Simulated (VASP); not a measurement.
A run of VASP 6.6.1 is set up as follows.

The input INCAR:

```
SYSTEM = MoSe2
PREC = Accurate ; ENCUT = 600
EDIFF = 1E-6 ; ISMEAR = 0
SIGMA = 0.02 ; LREAL = .FALSE.
LASPH = .TRUE. ; NELM = 60
ALGO = Normal ; ISIF = 3
LWAVE = .FALSE. ; LCHARG = .FALSE.
GGA = PS ; IBRION = 2
NSW = 100 ; EDIFFG = -0.005
```

The input KPOINTS:

```
regular mesh
0
G
  12 12 2
  0 0 0
```

The input POSCAR:

```
MoSe2
1.0
    3.2685285653      0.0000000000      0.0000000000
   -1.6342642827      2.8306287705      0.0000000000
    0.0000000000      0.0000000000     13.0950318832
Mo Se
2 4
Direct
    0.3333333333      0.6666666667      0.2500000000
    0.6666666667      0.3333333333      0.7500000000
    0.3333333333      0.6666666667      0.6228546753
    0.6666666667      0.3333333333      0.1228546753
    0.3333333333      0.6666666667      0.8771453247
    0.6666666667      0.3333333333      0.3771453247
```

Potentials or basis: VASP PAW PBE potentials, release 64 (Mo_sv, Se).

Command:

```sh
$ cat potpaw_PBE.64/Mo_sv/POTCAR potpaw_PBE.64/Se/POTCAR > POTCAR
$ mpirun -np 1 vasp_std > vasp.out
```

Task: What does it give for the relaxed cell?

Result: a = 3.271 Å, b = 3.271 Å, c = 13.104 Å, α = 90.00°, β = 90.00°, γ = 120.00°.

Task: What does it give for the band gap on the k mesh?

Result: 0.90 eV, indirect (least direct gap 1.49 eV).

Forces in eV/Å, atoms in the order of the input:
```
Mo   0.000  0.000  0.000
Mo   0.000  0.000  0.000
Se   0.000  0.000  0.003
Se   0.000  0.000  0.003
Se   0.000  0.000 -0.003
Se   0.000  0.000 -0.003
```

Caveat: the PAW data sets were made with another functional, which shifts forces and pressure a little. Expect the measured gap to be larger: semilocal functionals such as PBEsol lack the derivative discontinuity.
